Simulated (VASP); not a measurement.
Write the native input for VASP 6.6.1 that does the following.

| Quantity | Value |
| --- | --- |
| Task | single point |
| Functional | PBE |
| Potentials or basis | VASP PAW PBE potentials, release 64 (Si, O) |
| Cutoff | 520 eV |
| k mesh | 6 × 6 × 6 |
| Occupations | fermi-dirac, width 0.05 eV |
| Spin | no spin polarisation |
| Dipole correction | no |
| Further INCAR settings | ALGO = Normal; EDIFF = 1e-06; NBANDS = 44 |

The structure of SiO2 lies in POSCAR:

```
SiO2
1.0
   -2.6432432211      4.8256391394      4.4716044419
    2.6432432211     -4.8256391394      4.4716044419
    2.6432432211      4.8256391394     -4.4716044419
Si O
4 8
Direct
    0.2598962968      0.8452204962      0.4146758006
    0.0694553044      0.1547795038      0.9146758006
    0.7401037032      0.1547795038      0.5853241994
    0.9305446956      0.8452204962      0.0853241994
    0.5000000000      0.0000000000      0.5000000000
    0.0000000000      0.0000000000      0.0000000000
    0.7935333999      0.0000000000      0.2935333999
    0.2064666001      0.5000000000      0.2064666001
    0.2064666001      0.0000000000      0.7064666001
    0.7935333999      0.5000000000      0.7935333999
    0.8666607601      0.1166607601      0.7500000000
    0.1333392399      0.8833392399      0.2500000000
```

The input as run:

INCAR

```
SYSTEM = SiO2
ALGO = Normal ; EDIFF = 1E-6
ENCUT = 520 ; GGA = PE
ISIF = 2 ; ISMEAR = -1
LASPH = .True. ; LCHARG = .False.
LREAL = .False. ; LWAVE = .False.
NBANDS = 44 ; NELM = 100
PREC = Accurate ; SIGMA = 0.05
```

KPOINTS

```
k-points
0
Gamma
  6 6 6
  0 0 0
```

Potentials or basis: VASP PAW PBE potentials, release 64 (Si, O).

Command:

```bash
$ cat potpaw_PBE.64/Si/POTCAR potpaw_PBE.64/O/POTCAR > POTCAR
$ mpirun -np 1 vasp_std > vasp.out
```

Results of the run:

- Pressure: 0.1 GPa
- Largest force: 0.048 eV/Å
- Band gap on the k mesh: 5.38 eV

It took 9.7 min on 1 thread of AMD EPYC 7R43 64-Core Processor (Zen 3) (shared host), peak memory 0.56 GiB.
